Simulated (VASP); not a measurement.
# SiC (P6_3mc) in VASP: further runs

The runs below take SiC through single point, relaxation of cell and atoms, with PBE+D3(BJ).

All numbers are computed with VASP 6.6.1; they aren't measurements. Logs are shortened: lines on timing, memory, paths and dates and some standing lists are left out, and cuts for length are marked.

### 1 The cell of the first run

It takes space group P6_3mc (No. 186, hexagonal). Conventional cell: a = 3.073 Å, b = 3.073 Å, c = 15.079 Å, α = 90.00°, β = 90.00°, γ = 120.00°. Si (site symmetry 3m) has 4 C at 1.88 to 1.89 Å within 2.5 Å. Within 2.5 Å of Si (site symmetry 3m) lie 4 C at 1.88 Å. Within 2.5 Å of Si (site symmetry 3m) lie 4 C at 1.88 Å. C (site symmetry 3m) has 4 Si at 1.88 to 1.89 Å within 2.5 Å. C (site symmetry 3m) has 4 Si at 1.88 Å within 2.5 Å. Within 2.5 Å of C (site symmetry 3m) lie 4 Si at 1.88 Å.

### 2 Single point, PBE+D3(BJ)

Input file INCAR:

```
SYSTEM = SiC
ALGO = Normal
EDIFF = 1E-7
ENCUT = 520
GGA = PE
ISIF = 2
ISMEAR = 0
IVDW = 12
LASPH = .True.
LCHARG = .False.
LREAL = .False.
LWAVE = .False.
NBANDS = 36
NELM = 80
PREC = Accurate
SIGMA = 0.02
```

Input file KPOINTS:

```
k-points
0
Gamma
  12 12 2
  0 0 0
```

Input file POSCAR:

```
SiC
1.0
    3.0731337733      0.0000000000      0.0000000000
   -1.5365668867      2.6614119169      0.0000000000
    0.0000000000      0.0000000000     15.0787028268
Si C
6 6
Direct
    0.0000000000      0.0000000000      0.1250287970
    0.0000000000      0.0000000000      0.6250287970
    0.3333333333      0.6666666667      0.2918191940
    0.6666666667      0.3333333333      0.7918191940
    0.3333333333      0.6666666667      0.9583134221
    0.6666666667      0.3333333333      0.4583134221
    0.0000000000      0.0000000000     -0.0003070534
    0.0000000000      0.0000000000      0.4996929466
    0.3333333333      0.6666666667      0.1668274458
    0.6666666667      0.3333333333      0.6668274458
    0.3333333333      0.6666666667      0.8333181943
    0.6666666667      0.3333333333      0.3333181943
```

Potentials or basis: VASP PAW PBE potentials, release 64 (Si, C).

Run with:

```
cat potpaw_PBE.64/Si/POTCAR potpaw_PBE.64/C/POTCAR > POTCAR
mpirun -np 1 vasp_std > vasp.out
```

OUTCAR:

```text
SYSTEM = SiC
   EDIFF = 1E-7
   ENCUT = 520
   GGA = PE
   ISIF = 2
   ISMEAR = 0
   IVDW = 12
   LASPH = .True.
   LREAL = .False.
   NELM = 80
   PREC = Accurate
 IVDW          = 12

 ion  position               nearest neighbor table
   1  0.000  0.000  0.125-   9 1.88   9 1.88   9 1.88   7 1.89   5 3.08   5 3.08   5 3.08   3 3.08
                             3 3.08   3 3.08
   2  0.000  0.000  0.625-  10 1.88  10 1.88  10 1.88   8 1.89   6 3.08   6 3.08   6 3.08   4 3.08
                             4 3.08   4 3.08
   3  0.333  0.667  0.292-  12 1.88  12 1.88  12 1.88   9 1.88   6 3.07   6 3.07   6 3.07   1 3.08
                             1 3.08   1 3.08
   4  0.667  0.333  0.792-  11 1.88  11 1.88  11 1.88  10 1.88   5 3.07   5 3.07   5 3.07   2 3.08
                             2 3.08   2 3.08
   5  0.333  0.667  0.958-   7 1.88   7 1.88   7 1.88  11 1.88   4 3.07   4 3.07   4 3.07   1 3.08
                             1 3.08   1 3.08
   6  0.667  0.333  0.458-   8 1.88   8 1.88   8 1.88  12 1.88   3 3.07   3 3.07   3 3.07   2 3.08
                             2 3.08   2 3.08
   7  0.000  0.000  1.000-   5 1.88   5 1.88   5 1.88   1 1.89
   8  0.000  0.000  0.500-   6 1.88   6 1.88   6 1.88   2 1.89
   9  0.333  0.667  0.167-   1 1.88   1 1.88   1 1.88   3 1.88
  10  0.667  0.333  0.667-   2 1.88   2 1.88   2 1.88   4 1.88
  11  0.333  0.667  0.833-   4 1.88   4 1.88   4 1.88   5 1.88
  12  0.667  0.333  0.333-   3 1.88   3 1.88   3 1.88   6 1.88

  LATTYP: Found a hexagonal cell.
 ALAT       =     3.0731337733
 C/A-ratio  =     4.9066210387

  Lattice vectors:

 A1 = (   3.0731337733,   0.0000000000,   0.0000000000)
 A2 = (  -1.5365668867,   2.6614119169,   0.0000000000)
 A3 = (   0.0000000000,   0.0000000000,  15.0787028268)

Analysis of symmetry for initial positions (statically):
=====================================================================
 Subroutine PRICEL returns:
 Original cell was already a primitive cell.

 Routine SETGRP: Setting up the symmetry group for a
 hexagonal supercell.

 Subroutine GETGRP returns: Found 12 space group operations
 (whereof  6 operations were pure point group operations)
 out of a pool of 24 trial point group operations.

The static configuration has the point symmetry C_3v.
 The point group associated with its full space group is C_6v.

Analysis of symmetry for dynamics (positions and initial velocities):
=====================================================================
 Subroutine PRICEL returns:
 Original cell was already a primitive cell.

 Routine SETGRP: Setting up the symmetry group for a
 hexagonal supercell.

 Subroutine GETGRP returns: Found 12 space group operations
[... 141 lines left out ...]
   IALGO  =     38    algorithm
   IMIX   =      4    mixing-type and parameters
     AMIX     =   0.40;   BMIX     =  1.00
     AMIX_MAG =   1.60;   BMIX_MAG =  1.00
  volume/ion in A,a.u.               =      10.28        69.35
  Fermi-wavevector in a.u.,A,eV,Ry     =   1.195279  2.258750 19.438543  1.428693
  Thomas-Fermi vector in A             =   2.331249
   LORBIT       =      0    0 simple, 1 ext, 2 COOP (PROOUT), +10 PAW based schemes
   GGA     = PE    functional components
   LHFCALC =     F    Hartree Fock is set to
   AEXX    =    0.0000 exact exchange contribution
   IVDW    =    12    specifies the selected vdW correction
   LEPSILON=     F    determine dielectric tensor
   LRPA    =     F    only Hartree local field effects (RPA)
 non-spin polarized calculation
 Gauss-broadening in eV      SIGMA  =   0.02
  energy-cutoff  :      520.00
  volume of cell :      123.33
 maximum number of plane-waves:      3340
 NGX is ok and might be reduce to    24
   NGX = 11   NGY = 11   NGZ = 57

 number of electron      47.9999998 magnetization

 Free energy of the ion-electron system (eV)
  ---------------------------------------------------
  ext. energy  EPLUGINS =         0.00000000
  ---------------------------------------------------
  free energy    TOTEN  =       -90.33533629 eV

  energy without entropy =      -90.33533629  energy(sigma->0) =      -90.33533629

 E-fermi :   8.3485     XC(G=0): -11.3836

 val. band max:        8.2281201118   @ k =   0.0000   0.0000   0.0000
 cond. band min:      10.2518094811   @ k =   0.5000   0.0000   0.0000
 fundamental gap:      2.0236893693
 Fermi energy:         8.3485186421

 k-point     1 :       0.0000    0.0000    0.0000
  band No.  band energies     occupation
      1      -7.2809      2.00000
      2      -6.7567      2.00000
      3      -6.7207      2.00000
      4      -5.2176      2.00000
      5      -5.1889      2.00000
      6      -3.6896      2.00000
[... 925 lines left out ...]
     35      16.1686      0.00000
     36      16.1686      0.00000

 [... further k-points ...]

------------------------ aborting loop because EDIFF is reached ----------------------------------------

 Edisp (eV)   -3.63559

 E8    (eV) :    -1.3657

  FORCE on cell =-STRESS in cart. coord.  units (eV):
  Direction    XX          YY          ZZ          XY          YZ          ZX
  --------------------------------------------------------------------------------------
  -------------------------------------------------------------------------------------
  Total      -0.04939    -0.04939    -0.04523     0.00000     0.00000    -0.00000
  in kB      -0.64160    -0.64160    -0.58755     0.00000     0.00000    -0.00000
  external pressure =       -0.62 kB  Pullay stress =        0.00 kB

 VOLUME and BASIS-vectors are now :
 -----------------------------------------------------------------------------
  energy-cutoff  :      520.00
  volume of cell :      123.33
      direct lattice vectors                 reciprocal lattice vectors
     3.073133773  0.000000000  0.000000000     0.325400739  0.187870204  0.000000000
    -1.536566887  2.661411917  0.000000000     0.000000000  0.375740408  0.000000000
     0.000000000  0.000000000 15.078702827     0.000000000  0.000000000  0.066318702

 POSITION                                       TOTAL-FORCE (eV/Angst)
 -----------------------------------------------------------------------------------
      0.00000      0.00000      1.88527         0.000000     -0.000000      0.001352
      0.00000      0.00000      9.42462        -0.000000      0.000000      0.001352
     -0.00000      1.77427      4.40025        -0.000000      0.000000     -0.000311
      1.53657      0.88714     11.93961         0.000000     -0.000000     -0.000311
     -0.00000      1.77427     14.45012        -0.000000      0.000000     -0.000855
      1.53657      0.88714      6.91077         0.000000     -0.000000     -0.000855
      0.00000      0.00000     15.07407        -0.000000     -0.000000     -0.000285
      0.00000      0.00000      7.53472         0.000000      0.000000     -0.000285
     -0.00000      1.77427      2.51554        -0.000000      0.000000      0.000237
      1.53657      0.88714     10.05489         0.000000     -0.000000      0.000237
     -0.00000      1.77427     12.56536        -0.000000      0.000000     -0.000138
      1.53657      0.88714      5.02601        -0.000000      0.000000     -0.000138
 -----------------------------------------------------------------------------------
    total drift:                               -0.000000     -0.000000      0.000188

  FREE ENERGIE OF THE ION-ELECTRON SYSTEM (eV)
  ---------------------------------------------------
  free  energy   TOTEN  =       -93.9709265277 eV

  energy  without entropy=      -93.9709265277  energy(sigma->0) =      -93.97092653
```

stdout:

```text
POSCAR found type information on POSCAR SiC
 POSCAR found :  2 types and      12 ions
 scaLAPACK will be used
 LDA part: xc-table for (Slater+PW92), standard interpolation
 POSCAR, INCAR and KPOINTS ok, starting setup
 FFT: planning ... GRIDC
 FFT: planning ... GRID_SOFT
 FFT: planning ... GRID
 WAVECAR not read
 entering main loop
```

Wall time 3.5 min (1 thread of Intel Xeon 8259CL, shared host); peak memory 0.31 GiB.

What came out:

```
Free energy                : -93.9709 eV
Pressure                   : -0.1 GPa
Band gap on the k mesh     : 2.02 eV (least direct gap 3.12 eV)
Dispersion energy per atom : -0.303 eV
```

### 3 Relaxation of cell and atoms, PBE+D3(BJ)

This run uses another cell than the first one, of 10.50 Å³/atom.

Input file INCAR:

```
SYSTEM = SiC
  PREC = Accurate
  ENCUT = 600
  EDIFF = 1E-7
  ISMEAR = 0
  SIGMA = 0.02
  LREAL = .False.
  LASPH = .True.
  NELM = 100
  ALGO = Normal
  ISIF = 3
  LWAVE = .False.
  LCHARG = .False.
  GGA = PE
  IVDW = 12
  IBRION = 2
  NSW = 70
  EDIFFG = -0.005
```

Input file KPOINTS:

```
regular mesh
0
Gamma
  12 12 2
  0 0 0
```

Input file POSCAR:

```
SiC
1.0
    3.0949980731      0.0000000000      0.0000000000
   -1.5474990366      2.6803469560      0.0000000000
    0.0000000000      0.0000000000     15.1864399632
Si C
6 6
Direct
    0.0000000000      0.0000000000      0.1250399221
    0.0000000000      0.0000000000      0.6250399221
    0.3333333333      0.6666666667      0.2918177992
    0.6666666667      0.3333333333      0.7918177992
    0.3333333333      0.6666666667      0.9583095063
    0.6666666667      0.3333333333      0.4583095063
    0.0000000000      0.0000000000     -0.0003123163
    0.0000000000      0.0000000000      0.4996876837
    0.3333333333      0.6666666667      0.1668296831
    0.6666666667      0.3333333333      0.6668296831
    0.3333333333      0.6666666667      0.8333154055
    0.6666666667      0.3333333333      0.3333154055
```

Potentials or basis: VASP PAW PBE potentials, release 64 (Si, C).

Run with:

```
cat potpaw_PBE.64/Si/POTCAR potpaw_PBE.64/C/POTCAR > POTCAR
mpirun -np 1 vasp_std > vasp.out
```

OUTCAR:

```text
SYSTEM = SiC
   PREC = Accurate
   ENCUT = 600
   EDIFF = 1E-7
   ISMEAR = 0
   LREAL = .False.
   LASPH = .True.
   NELM = 100
   ISIF = 3
   GGA = PE
   IVDW = 12
   IBRION = 2
   NSW = 70
   EDIFFG = -0.005
 IVDW          = 12

 ion  position               nearest neighbor table
   1  0.000  0.000  0.125-   9 1.90   9 1.90   9 1.90   7 1.90   5 3.10   5 3.10   5 3.10   3 3.10
                             3 3.10   3 3.10
   2  0.000  0.000  0.625-  10 1.90  10 1.90  10 1.90   8 1.90   6 3.10   6 3.10   6 3.10   4 3.10
                             4 3.10   4 3.10
   3  0.333  0.667  0.292-  12 1.89  12 1.89  12 1.89   9 1.90   6 3.10   6 3.10   6 3.10   1 3.10
                             1 3.10   1 3.10
   4  0.667  0.333  0.792-  11 1.89  11 1.89  11 1.89  10 1.90   5 3.10   5 3.10   5 3.10   2 3.10
                             2 3.10   2 3.10
   5  0.333  0.667  0.958-   7 1.89   7 1.89   7 1.89  11 1.90   4 3.10   4 3.10   4 3.10   1 3.10
                             1 3.10   1 3.10
   6  0.667  0.333  0.458-   8 1.89   8 1.89   8 1.89  12 1.90   3 3.10   3 3.10   3 3.10   2 3.10
[... 465 lines left out ...]

 number of electron      47.9999998 magnetization

 Free energy of the ion-electron system (eV)
  ---------------------------------------------------
  ext. energy  EPLUGINS =         0.00000000
  ---------------------------------------------------
  free energy    TOTEN  =       -90.34316683 eV

  energy without entropy =      -90.34316683  energy(sigma->0) =      -90.34316683

 E-fermi :   8.3852     XC(G=0): -11.3880

 val. band max:        8.2389498435   @ k =   0.0000   0.0000   0.0000
 cond. band min:      10.2627343313   @ k =   0.5000   0.0000   0.0000
 fundamental gap:      2.0237844878
 Fermi energy:         8.3852067356

 k-point     1 :       0.0000    0.0000    0.0000
  band No.  band energies     occupation
      1      -7.2780      2.00000
      2      -6.7534      2.00000
      3      -6.7173      2.00000
      4      -5.2129      2.00000
      5      -5.1841      2.00000
      6      -3.6831      2.00000
[... 805 lines left out ...]
     30      13.5888      0.00000
     31      14.3796      0.00000

 [... further k-points ...]

------------------------ aborting loop because EDIFF is reached ----------------------------------------

 Edisp (eV)   -3.63933

 E8    (eV) :    -1.3670
[... 35 lines left out ...]
  FREE ENERGIE OF THE ION-ELECTRON SYSTEM (eV)
  ---------------------------------------------------
  free  energy   TOTEN  =       -93.9824960182 eV

  energy  without entropy=      -93.9824960182  energy(sigma->0) =      -93.98249602

 reached required accuracy - stopping structural energy minimisation
```

OSZICAR:

```text
N       E                     dE             d eps       ncg     rms          rms(c)
DAV:   1     0.158667293991E+03    0.15867E+03   -0.24148E+04  2356   0.157E+03
[... 47 lines left out ...]
DAV:   6    -0.903445448737E+02    0.89562E-07   -0.41233E-08  1493   0.106E-03
   5 F= -.93982483E+02 E0= -.93982483E+02  d E =0.122824E-09
       N       E                     dE             d eps       ncg     rms          rms(c)
DAV:   1    -0.903431700316E+02    0.13749E-02   -0.31388E-04  2685   0.104E-01    0.174E-02
DAV:   2    -0.903431671469E+02    0.28847E-05   -0.12418E-05  2832   0.187E-02    0.918E-03
DAV:   3    -0.903431667863E+02    0.36063E-06   -0.37280E-06  2860   0.889E-03    0.189E-03
DAV:   4    -0.903431668298E+02   -0.43508E-07   -0.31529E-07  2082   0.283E-03
   6 F= -.93982496E+02 E0= -.93982496E+02  d E =-.130432E-04
```

CONTCAR:

```text
SiC
   1.00000000000000
     3.0720695493579511    0.0000000000004279   -0.0000000000000000
    -1.5360347747282346    2.6604902719671970    0.0000000000000000
     0.0000000000000000    0.0000000000000000   15.0736875742717338
  Si              C
     6     6
Direct
     0.0000000000000000    0.0000000000000000    0.1250331303783608
     0.0000000000000000    1.0000000000000000    0.6250331303783608
     0.3333333332999970    0.6666666667000030    0.2918183136584394
     0.6666666667000030    0.3333333332999970    0.7918183136584394
     0.3333333332999970    0.6666666667000030    0.9583081579356127
     0.6666666667000030    0.3333333332999970    0.4583081579356127
     0.0000000000000000    1.0000000000000000    0.9996928254288410
     0.0000000000000000    0.0000000000000000    0.4996928254288411
     0.3333333332999970    0.6666666667000030    0.1668327959770772
     0.6666666667000030    0.3333333332999970    0.6668327959770772
     0.3333333332999970    0.6666666667000030    0.8333147765216670
     0.6666666667000030    0.3333333332999970    0.3333147765216669

  0.00000000E+00  0.00000000E+00  0.00000000E+00
  0.00000000E+00  0.00000000E+00  0.00000000E+00
  0.00000000E+00  0.00000000E+00  0.00000000E+00
  0.00000000E+00  0.00000000E+00  0.00000000E+00
  0.00000000E+00  0.00000000E+00  0.00000000E+00
  0.00000000E+00  0.00000000E+00  0.00000000E+00
  0.00000000E+00  0.00000000E+00  0.00000000E+00
  0.00000000E+00  0.00000000E+00  0.00000000E+00
  0.00000000E+00  0.00000000E+00  0.00000000E+00
  0.00000000E+00  0.00000000E+00  0.00000000E+00
  0.00000000E+00  0.00000000E+00  0.00000000E+00
  0.00000000E+00  0.00000000E+00  0.00000000E+00
```

It took 19 min on 1 thread of Intel Xeon 8259CL, shared host; peak memory 0.41 GiB.

What came out:

```
Free energy                           : -93.9825 eV
Relaxed volume                        : 10.27 Å³/atom
Relaxed cell                          : a = 3.072 Å, b = 3.072 Å, c = 15.074 Å, α = 90.00°, β = 90.00°, γ = 120.00°
Space group after relaxing (to 0.1 Å) : P6_3mc (No. 186)
Energy gained by relaxing             : 3.5 meV/atom
Ionic steps                           : 6
Pressure after relaxing               : 0.0 GPa
Band gap on the k mesh                : 2.02 eV (least direct gap 3.12 eV)
Dispersion energy per atom            : -0.303 eV
```

The path:
| step | energy change (eV) | largest force (eV/Å) | pressure (GPa) | volume (Å³) |
| --- | --- | --- | --- | --- |
| 1 | 0.0000 | 0.0019 | -4.72 | 125.98 |
| 2 | 0.0030 | 0.0154 | 5.27 | 120.43 |
| 3 | -0.0417 | 0.0065 | -0.01 | 123.21 |
| 4 | -0.0417 | 0.0066 | 0.09 | 123.16 |
| 5 | -0.0417 | 0.0062 | -0.07 | 123.25 |
| 6 | -0.0417 | 0.0013 | 0.01 | 123.20 |

Final structure:
```yaml
crystal:
  lattice:
    - [3.07207, 0.00000, 0.00000]
    - [-1.53603, 2.66049, 0.00000]
    - [0.00000, 0.00000, 15.07369]
  atoms:
    - { symbol: Si, position: [0.00000, 0.00000, 0.12503] }
    - { symbol: Si, position: [0.00000, 0.00000, 0.62503] }
    - { symbol: Si, position: [0.33333, 0.66667, 0.29182] }
    - { symbol: Si, position: [0.66667, 0.33333, 0.79182] }
    - { symbol: Si, position: [0.33333, 0.66667, 0.95831] }
    - { symbol: Si, position: [0.66667, 0.33333, 0.45831] }
    - { symbol: C, position: [0.00000, 0.00000, 0.99969] }
    - { symbol: C, position: [0.00000, 0.00000, 0.49969] }
    - { symbol: C, position: [0.33333, 0.66667, 0.16683] }
    - { symbol: C, position: [0.66667, 0.33333, 0.66683] }
    - { symbol: C, position: [0.33333, 0.66667, 0.83331] }
    - { symbol: C, position: [0.66667, 0.33333, 0.33331] }
```

Levels at points of the mesh, in eV from the valence-band top:
```csv
k point,band 20,band 21,band 22,band 23,band 24,band 25,band 26,band 27,band 28,band 29
"(0.00, 0.00, 0.00)",-0.30,-0.30,-0.04,0.00,0.00,5.25,5.42,5.83,6.34,6.39
"(0.50, 0.00, 0.00)",-2.26,-1.82,-1.79,-1.67,-1.10,2.02,2.22,3.23,3.91,4.61
"(0.00, 0.00, 0.50)",-0.64,-0.10,-0.10,-0.10,-0.10,5.31,5.31,6.06,6.06,6.75
"(0.50, 0.00, 0.50)",-2.36,-1.72,-1.72,-1.31,-1.31,2.07,2.07,3.45,3.45,4.86
```
